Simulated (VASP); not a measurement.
# SiC3 (P-6m2) in VASP: a series of runs, part 2 of 3

VASP 6.6.1. The steps go on from the part before.

## Step 3: Relaxation of cell and atoms, PBE

This run uses another cell than the first one, of 7.58 Å³/atom, 0.565 times its volume.

The input, INCAR:

```
ALGO = Normal
EDIFF = 1E-6
EDIFFG = -0.04
ENCUT = 600
GGA = PE
IBRION = 2
ISIF = 3
ISMEAR = 0
LASPH = True
LCHARG = False
LREAL = False
LWAVE = False
NELM = 60
NSW = 90
PREC = Accurate
SIGMA = 0.1
```

The input, KPOINTS:

```
k-points
0
Gamma
  6 6 4
```

The input, POSCAR:

```
SiC3
1.0
    2.7293313012      0.0000000000      0.0000000000
   -1.3646656506      2.3636702422      0.0000000000
    0.0000000000      0.0000000000      4.6984787648
Si C
1 3
Direct
    0.3333333333      0.6666666667      0.0000000000
    0.3333333333      0.6666666667      0.5000000000
    0.6666666667      0.3333333333      0.2771118078
    0.6666666667      0.3333333333      0.7228881922
```

Potentials or basis: VASP PAW PBE potentials, release 64 (Si, C).

Command:

```bash
$ cat potpaw_PBE.64/Si/POTCAR potpaw_PBE.64/C/POTCAR > POTCAR
$ mpirun -np 1 vasp_std > vasp.out
```

It took 62 s on 1 thread of Intel Xeon 8259CL, shared host; peak memory 0.16 GiB.

It converged, with:

```yaml
Free_energy: -23.7474 eV
Relaxed_volume: 7.57 Å³/atom
Relaxed_cell: a = 2.706 Å, b = 2.706 Å, c = 4.775 Å, α = 90.00°, β = 90.00°, γ = 120.00°
Space_group_after_relaxing_to_0.05_Å: P-6m2 (No. 187)
Energy_gained_by_relaxing: 6.3 meV/atom
Ionic_steps: 6
Pressure_after_relaxing: 0.0 GPa
Largest_force_after_relaxing: 0.023 eV/Å
Band_gap_on_the_k_mesh: zero (band 8 reaches 12.59 eV, above the bottom of band 9 at 8.21 eV)
```

Forces in eV/Å, atoms in the order of the input:
```
Si   0.000  0.000  0.000
C    0.000  0.000  0.000
C    0.000  0.000  0.023
C    0.000  0.000 -0.023
```

Stress tensor (GPa, compression positive):
```
 0.29  0.00  0.00
 0.00  0.29  0.00
 0.00  0.00 -0.62
```

The path:
```tsv
step	energy change (eV)	largest force (eV/Å)	pressure (GPa)	volume (Å³)
1	0.0000	0.0728	1.77	30.31
2	-0.0094	0.3598	-2.36	30.67
3	-0.0187	0.2780	-0.99	30.52
4	-0.0187	0.2717	-0.90	30.51
5	-0.0241	0.1285	-0.41	30.38
6	-0.0253	0.0235	-0.02	30.29
```

Final structure:
```xyz
4
Lattice="2.7062 0.0000 0.0000 -1.3531 2.3437 0.0000 0.0000 0.0000 4.7754" Properties=species:S:1:pos:R:3 pbc="T T T"
Si    0.0000    1.5624    0.0000
C     0.0000    1.5624    2.3877
C     1.3531    0.7812    1.3464
C     1.3531    0.7812    3.4290
```

Levels at points of the mesh, in eV from the Fermi level:
```
           k point  band 4  band 5  band 6  band 7  band 8  band 9  band 10  band 11  band 12
(0.00, 0.00, 0.00)   -2.46   -2.46   -1.35    1.54    1.54    2.51     2.99     2.99     5.15
(0.50, 0.00, 0.00)   -9.42   -7.96   -5.68   -5.28   -0.38    1.91     1.98     2.98     4.88
(0.00, 0.00, 0.50)   -7.03   -2.18   -2.18    0.53    0.53    2.90     3.68     3.68     5.21
(0.50, 0.00, 0.50)  -10.47   -4.92   -4.67   -2.43   -1.88   -0.48    -0.38     3.01     4.59
```

Caveat: the k points lie up to 0.45 Å⁻¹ apart in the final cell.

## Step 4: Relaxation of cell and atoms, PBE

The input, INCAR:

```
SYSTEM = SiC3
PREC = Accurate
ENCUT = 600
EDIFF = 1E-7
ISMEAR = 0
SIGMA = 0.1
LREAL = .False.
LASPH = .True.
NELM = 80
ALGO = Normal
ISIF = 3
LWAVE = .False.
LCHARG = .False.
GGA = PE
IBRION = 2
NSW = 90
EDIFFG = -0.04
```

The input, KPOINTS:

```
regular mesh
0
Gamma
  6 6 2
  0 0 0
```

The input, POSCAR:

```
SiC3
1.0
    2.6962407100      0.0000000000      0.0000000000
   -1.3481203500      2.3350129500      0.0000000000
    0.0000000000      0.0000000000      8.5197689700
Si C
1 3
Direct
    0.3333333300      0.6666666700      0.0000000000
    0.3333333300      0.6666666700      0.5000000000
    0.6666666700      0.3333333300      0.2500000000
    0.6666666700      0.3333333300      0.7500000000
```

Potentials or basis: VASP PAW PBE potentials, release 64 (Si, C).

Command:

```bash
$ cat potpaw_PBE.64/Si/POTCAR potpaw_PBE.64/C/POTCAR > POTCAR
$ mpirun -np 1 vasp_std > vasp.out
```

OUTCAR:

```text
SYSTEM = SiC3
   PREC = Accurate
   ENCUT = 600
   EDIFF = 1E-7
   ISMEAR = 0
   LREAL = .False.
   LASPH = .True.
   NELM = 80
   ISIF = 3
   GGA = PE
   IBRION = 2
   NSW = 90
   EDIFFG = -0.04

 ion  position               nearest neighbor table
   1  0.333  0.667  0.000-
   2  0.333  0.667  0.500-
   3  0.667  0.333  0.250-
   4  0.667  0.333  0.750-

  LATTYP: Found a hexagonal cell.
 ALAT       =     2.6962407100
 C/A-ratio  =     3.1598695689

  Lattice vectors:

 A1 = (   2.6962407100,   0.0000000000,   0.0000000000)
 A2 = (  -1.3481203500,   2.3350129500,   0.0000000000)
 A3 = (   0.0000000000,   0.0000000000,   8.5197689700)

Analysis of symmetry for initial positions (statically):
=====================================================================
 Subroutine PRICEL returns:
 Original cell was already a primitive cell.

 Routine SETGRP: Setting up the symmetry group for a
 hexagonal supercell.

 Subroutine GETGRP returns: Found 12 space group operations
 (whereof 12 operations were pure point group operations)
 out of a pool of 24 trial point group operations.

The static configuration has the point symmetry D_3h.

Analysis of symmetry for dynamics (positions and initial velocities):
=====================================================================
 Subroutine PRICEL returns:
 Original cell was already a primitive cell.

 Routine SETGRP: Setting up the symmetry group for a
 hexagonal supercell.

 Subroutine GETGRP returns: Found 12 space group operations
 (whereof 12 operations were pure point group operations)
 out of a pool of 24 trial point group operations.

The dynamic configuration has the point symmetry D_3h.

 Subroutine INISYM returns: Found 12 space group operations
 (whereof 12 operations are pure point group operations),
 and found     1 'primitive' translations

----------------------------------------------------------------------------------------

[... 138 lines left out ...]

  FORCE on cell =-STRESS in cart. coord.  units (eV):
  Direction    XX          YY          ZZ          XY          YZ          ZX
  --------------------------------------------------------------------------------------
  -------------------------------------------------------------------------------------
  Total       -6.3018662     -6.3018662    -11.5448242     -0.0000000      0.0000000      0.0000000
  in kB     -188.2365642   -188.2365643   -344.8435704     -0.0000004      0.0000000      0.0000000
  external PRESSURE =    -240.4388996 kB  Pullay stress =       0.0000000 kB
[... 95 lines left out ...]
  FREE ENERGIE OF THE ION-ELECTRON SYSTEM (eV)
  ---------------------------------------------------
  free  energy   TOTEN  =       -19.3830116801 eV

  energy  without entropy=      -19.3670082327  energy(sigma->0) =      -19.37500996

 E-fermi :   9.6736     XC(G=0): -12.6212

 val. band max:        9.6713528641   @ k =   0.3333   0.1667   0.0000
 cond. band min:       9.6854145279   @ k =   0.3333   0.3333   0.0000
 fundamental gap:      0.0140616638
 Fermi energy:         9.6736215151

 k-point     1 :       0.0000    0.0000    0.0000
  band No.  band energies     occupation
      1      -8.7297      2.00000
      2      -5.3287      2.00000
      3      -4.7955      2.00000
      4       3.8147      2.00000
      5       6.6887      2.00000
      6      12.1966      0.00000
      7      12.1966      0.00000
      8      13.5905      0.00000
      9      13.5905      0.00000
     10      14.8399      0.00000
     11      16.2413      0.00000
     12      17.5026      0.00000
[... 181 lines left out ...]
 k-point    14 :       0.3333    0.3333    0.5000
  band No.  band energies     occupation
      1      -0.8428      2.00000
      2       0.2792      2.00000
      3       0.5695      2.00000
      4       2.2548      2.00000
      5       2.8914      2.00000
      6       3.7801      2.00000
      7       5.4287      2.00000
      8       6.8809      2.00000
      9       7.5537      2.00000
     10       9.4819      1.99329
     11       9.8981      0.00150
     12      10.9826      0.00000

[... ionic steps 4 to 23 ...]

--------------------------------------- Ionic step       24  -------------------------------------------

 number of electron      16.0000001 magnetization

------------------------ aborting loop because EDIFF is reached ----------------------------------------
[... 71 lines left out ...]
--------------------------------------- Ionic step       26  -------------------------------------------

 number of electron      16.0000001 magnetization

 Free energy of the ion-electron system (eV)
  ---------------------------------------------------
  ext. energy  EPLUGINS =         0.00000000
  ---------------------------------------------------
  free energy    TOTEN  =       -23.87493826 eV

  energy without entropy =      -23.86563903  energy(sigma->0) =      -23.87028865

 E-fermi :  10.9881     XC(G=0): -12.7347

 val. band max:       10.9766964957   @ k =   0.3333   0.0000   0.0000
 cond. band min:      11.2890008180   @ k =   0.0000   0.0000   0.5000
 fundamental gap:      0.3123043224
 Fermi energy:        10.9880871411

 k-point     1 :       0.0000    0.0000    0.0000
  band No.  band energies     occupation
      1      -8.8818      2.00000
      2      -3.2671      2.00000
      3      -2.4678      2.00000
      4       8.4220      2.00000
      5       8.4220      2.00000
      6      10.1011      2.00000
      7      12.4774      0.00000
      8      12.4774      0.00000
      9      13.3129      0.00000
     10      13.8075      0.00000
     11      13.8075      0.00000
     12      16.9256      0.00000
[... 224 lines left out ...]
  FREE ENERGIE OF THE ION-ELECTRON SYSTEM (eV)
  ---------------------------------------------------
  free  energy   TOTEN  =       -23.8749382637 eV

  energy  without entropy=      -23.8656390286  energy(sigma->0) =      -23.87028865

 reached required accuracy - stopping structural energy minimisation
```

It took 8.2 min on 1 thread of Intel Xeon 8259CL, shared host; peak memory 0.21 GiB.

Results:

- Free energy: -23.8749 eV
- Relaxed volume: 7.56 Å³/atom
- Relaxed cell: a = 2.727 Å, b = 2.727 Å, c = 4.694 Å, α = 90.00°, β = 90.00°, γ = 120.00°
- Space group after relaxing (to 0.05 Å): P-6m2 (No. 187)
- Energy gained by relaxing: 1738.6 meV/atom
- Ionic steps: 26
- Pressure after relaxing: 0.3 GPa
- Largest force after relaxing: 0.039 eV/Å
- Band gap on the k mesh: zero (band 8 reaches 12.48 eV, above the bottom of band 9 at 8.35 eV)

Forces in eV/Å, atoms in the order of the input:
```
Si   0.000  0.000  0.000
C    0.000  0.000  0.000
C    0.000  0.000 -0.039
C    0.000  0.000  0.039
```

Stress tensor (GPa, compression positive):
```
0.02 0.00 0.00
0.00 0.02 0.00
0.00 0.00 0.81
```

Step by step:
```csv
step,energy change (eV),largest force (eV/Å),pressure (GPa),volume (Å³)
1,0.0000,0.1135,-24.04,53.64
2,-2.1018,0.3189,-11.65,39.42
3,-2.4624,0.3801,0.25,34.92
4,-1.9210,1.8058,56.66,26.92
5,-2.5013,0.5064,6.49,33.50
6,-3.8269,1.1347,4.46,31.83
7,-6.2308,2.2514,19.10,28.67
8,10.0315,9.4144,440.35,19.34
9,-6.0335,2.9836,30.20,28.12
10,-3.3917,3.0175,101.28,24.18
11,-6.3019,2.8700,40.42,27.19
12,-6.2641,2.7608,45.95,26.79
13,-6.3478,1.0853,36.41,27.38
14,-6.3819,1.6970,39.26,27.18
15,-6.6311,1.3257,26.63,28.05
16,-6.9146,0.5518,3.09,30.23
17,-6.9237,0.4796,-0.61,30.66
18,-6.9241,0.4682,-1.43,30.76
19,-6.9289,0.4063,-1.27,30.71
20,-6.9390,0.2089,-0.68,30.55
21,-6.9374,0.2727,0.81,30.23
22,-6.9422,0.0175,-0.09,30.41
23,-6.9470,0.0021,0.11,30.36
24,-6.9538,0.0751,0.63,30.20
25,-6.9538,0.0842,0.67,30.18
26,-6.9543,0.0391,0.28,30.24
```

Final structure:
```xyz
4
Lattice="2.7273 0.0000 0.0000 -1.3636 2.3619 0.0000 0.0000 0.0000 4.6943" Properties=species:S:1:pos:R:3 pbc="T T T"
Si    0.0000    1.5746    0.0000
C     0.0000    1.5746    2.3472
C     1.3636    0.7873    1.3030
C     1.3636    0.7873    3.3913
```

Levels at points of the mesh, in eV from the Fermi level:
```tsv
k point	band 6	band 7	band 8	band 9	band 10	band 11
(0.00, 0.00, 0.00)	-0.89	1.49	1.49	2.32	2.82	2.82
(0.50, 0.00, 0.00)	-5.56	-5.33	-0.41	1.79	2.31	2.84
(0.00, 0.00, 0.50)	-2.22	0.30	0.30	2.64	3.60	3.60
(0.50, 0.00, 0.50)	-4.34	-2.22	-2.09	-0.24	-0.17	2.99
```

Caveat: the k points lie up to 0.67 Å⁻¹ apart in the final cell; the volume moved by over 15 % at a fixed basis, so the end points are rough.

[end of part 2 of 3]
